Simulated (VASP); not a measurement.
TiC, 2 atoms in the cell. The structure is monoclinic, space group Cm (No. 8). The conventional cell has a = 4.293 Å, b = 4.293 Å, c = 3.036 Å, α = 90.00°, β = 135.00°, γ = 90.00°. Ti (site symmetry m) has 6 C at 1.95 to 2.35 Å within 2.6 Å. Within 2.6 Å of C (site symmetry m) lie 6 Ti at 1.95 to 2.35 Å.  This cell differs from its parent crystal: atom 1 (Ti) moved by (-0.200, -0.100) A along x and z.

* Program: VASP 6.6.1
* Task: single point
* Functional: PBEsol
* Potentials or basis: VASP PAW PBE potentials, release 64 (Ti_sv, C)
* Cutoff: 520 eV
* k mesh: 24 × 24 × 24
* Occupations: gaussian, width 0.15 eV
* Spin: no spin polarisation
* Dipole correction: no
* Further INCAR settings: ALGO = Normal; EDIFF = 1e-06; NBANDS = 15

Potentials or basis: VASP PAW PBE potentials, release 64 (Ti_sv, C).

Launch:

```console
$ cat potpaw_PBE.64/Ti_sv/POTCAR potpaw_PBE.64/C/POTCAR > POTCAR
$ mpirun -np 1 vasp_std > vasp.out
```

Hardware: 1 thread of Intel(R) Xeon(R) 6975P-C (Granite Rapids) (shared host).

Task: How long does it take, and how much memory?

Result: Wall time 5.5 min on 1 thread of Intel(R) Xeon(R) 6975P-C (Granite Rapids), with other jobs on the host, peak memory 1.1 GiB. Counts: scf iterations 13, k points 3614.
